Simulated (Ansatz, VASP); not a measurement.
**Two plane-wave programs on Au**

```
Au
1.0
    -1.70119    1.70119    1.70119
     1.70119   -1.70119    1.70119
     1.70119    1.70119   -1.70119
Au
1
Direct
  0.00000 0.00000 0.00000
```

Alike in both runs: task single point; functional r2SCAN; k mesh 15 × 15 × 15; occupations fermi-dirac, width 0.1 eV; no spin polarisation.

|  | VASP | Ansatz |
| --- | --- | --- |
| version | VASP 6.6.1 | Ansatz 0.2.0 |
| potentials or method | VASP PAW PBE potentials, release 64 (Au), cutoff 550 eV | plane waves (500 eV) with PAW, scalar-relativistic |
| valence electrons in the cell | 11 | 19 |

|  | VASP | Ansatz | Ansatz less VASP |
| --- | --- | --- | --- |
| pressure (GPa) | -11.9 | -12.0 | -0.13 |

VASP's potentials were made for PBE, not for r2SCAN. VASP's potentials hold 11 valence electrons a cell and Ansatz's 19, so a difference there can come from the potentials and not from the codes.

Neither program's run includes spin-orbit coupling.
